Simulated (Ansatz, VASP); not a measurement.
**Cu in VASP and in Ansatz**

The input INCAR:

```
PREC = Accurate ; ENCUT = 520
EDIFF = 1E-6 ; ISMEAR = -1
SIGMA = 0.08 ; LREAL = F
LASPH = T ; NELM = 100
ALGO = Normal ; ISIF = 2
LWAVE = F ; LCHARG = T
GGA = PE ; LELF = T
LVHAR = T ; NBANDS = 12
```

KPOINTS

```
regular mesh
0
Gamma
  19 19 19
```

File POSCAR:

```
Cu
1.0
    0.0000000000      1.8014548043      1.8014548043
    1.8014548043      0.0000000000      1.8014548043
    1.8014548043      1.8014548043      0.0000000000
Cu
1
Direct
    0.0000000000      0.0000000000      0.0000000000
```

Input for Ansatz:

```yaml
crystal:
  lattice:
    - [0.0, 1.8014548043, 1.8014548043]
    - [1.8014548043, 0.0, 1.8014548043]
    - [1.8014548043, 1.8014548043, 0.0]
  atoms:
    - { symbol: Cu, position: [0.0, 0.0, 0.0] }
kpoints:
  mp_grid: { grid: [19, 19, 19] }
  band_path:
    path:
      - [0.0, 0.0, 0.0]
      - [0.5, 0.0, 0.5]
      - [0.625, 0.25, 0.625]
      - [0.375, 0.375, 0.75]
      - [0.0, 0.0, 0.0]
      - [0.5, 0.5, 0.5]
      - [0.5, 0.25, 0.75]
      - [0.5, 0.0, 0.5]
    npoints: 5
scf:
  occupations: { method: fermi_dirac, width: 0.08 }
hamiltonian:
  xc: pbe
  pseudopotentials: { kind: all_electron, lapw: { basis_error: 0.00025 } }
output:
  forces: true
  stress: true
  eigenvalues: true
```

Change from the starting cell: volume scaled by 0.99.

Alike in both runs: task single point; functional PBE; k mesh 19 × 19 × 19; occupations fermi-dirac, width 0.08 eV; no spin polarisation.

```csv
,VASP,Ansatz
version,VASP 6.6.1,Ansatz 0.2.0
potentials or method,"VASP PAW PBE potentials, release 64 (Cu), cutoff 520 eV","all-electron LAPW, scalar-relativistic"
```

VASP gave:

* pressure (GPa): 3.8

**Question.** What did Ansatz give for the same quantities?

**Answer.** Pressure (GPa): 3.2.

Ansatz ran all-electron here, and VASP with PAW potentials.
